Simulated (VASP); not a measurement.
A run of VASP 6.6.1:

INCAR

```
SYSTEM = MgS
PREC = Accurate
ENCUT = 520
EDIFF = 1E-6
ISMEAR = 0
SIGMA = 0.05
LREAL = .FALSE.
LASPH = .TRUE.
NELM = 100
ALGO = Normal
ISIF = 2
LWAVE = .FALSE.
LCHARG = .TRUE.
GGA = PS
LELF = .TRUE.
LVHAR = .TRUE.
NBANDS = 11
```

File KPOINTS:

```
Automatic mesh
0
G
  8 8 8
  0 0 0
```

Contents of POSCAR:

```
MgS
1.0
    0.0000000000      2.6016500000      2.6016500000
    2.6016500000      0.0000000000      2.6016500000
    2.6016500000      2.6016500000      0.0000000000
Mg S
1 1
Direct
    0.0000000000      0.0000000000     -0.0271791663
    0.5000000000      0.5000000000      0.5000000000
```

Potentials or basis: VASP PAW PBE potentials, release 64 (Mg, S).

The run is started by

```console
$ cat potpaw_PBE.64/Mg/POTCAR potpaw_PBE.64/S/POTCAR > POTCAR
$ mpirun -np 1 vasp_std > vasp.out
```

Hardware: 1 thread of Intel Xeon 8259CL, with other jobs on the host.

How long does it take, and how much memory?

Run time: 45 s on 1 thread of Intel Xeon 8259CL, with other jobs on the host, peak memory 0.18 GiB. Counts: scf iterations 11, k points 95.
